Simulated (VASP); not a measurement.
A run of VASP 6.6.1:

The input INCAR:

```
SYSTEM = GaN
ALGO = Normal ; EDIFF = 1E-6
ENCUT = 520 ; GGA = PE
ISIF = 2 ; ISMEAR = 0
LASPH = .True. ; LCHARG = .False.
LREAL = .False. ; LWAVE = .False.
NBANDS = 26 ; NELM = 80
PREC = Accurate ; SIGMA = 0.05
```

File KPOINTS:

```
k-points
0
Gamma
  12 12 6
  0 0 0
```

The input POSCAR:

```
GaN
1.0
    3.1799996605      0.0000000000      0.0000000000
   -1.5899998303      2.7539604900      0.0000000000
    0.0000000000      0.0000000000      5.1660000000
Ga N
2 2
Direct
    0.3285952439      0.6666666667      0.0000000000
    0.6619285772      0.3333333333      0.5000000000
    0.3569182415      0.6666666667      0.3750000000
    0.6902515748      0.3333333333      0.8750000000
```

Potentials or basis: VASP PAW PBE potentials, release 64 (Ga_d, N).

Launch:

```sh
$ cat potpaw_PBE.64/Ga_d/POTCAR potpaw_PBE.64/N/POTCAR > POTCAR
$ mpirun -np 1 vasp_std > vasp.out
```

Hardware: 1 thread of AMD EPYC 9R45 96-Core Processor (Zen 5), with other jobs on the host.

Q: Estimate the wall time of this run.

A: Run time: 2.7 min on 1 thread of AMD EPYC 9R45 96-Core Processor (Zen 5), on a shared host, peak memory 0.31 GiB. Counts: scf iterations 14, k points 242.
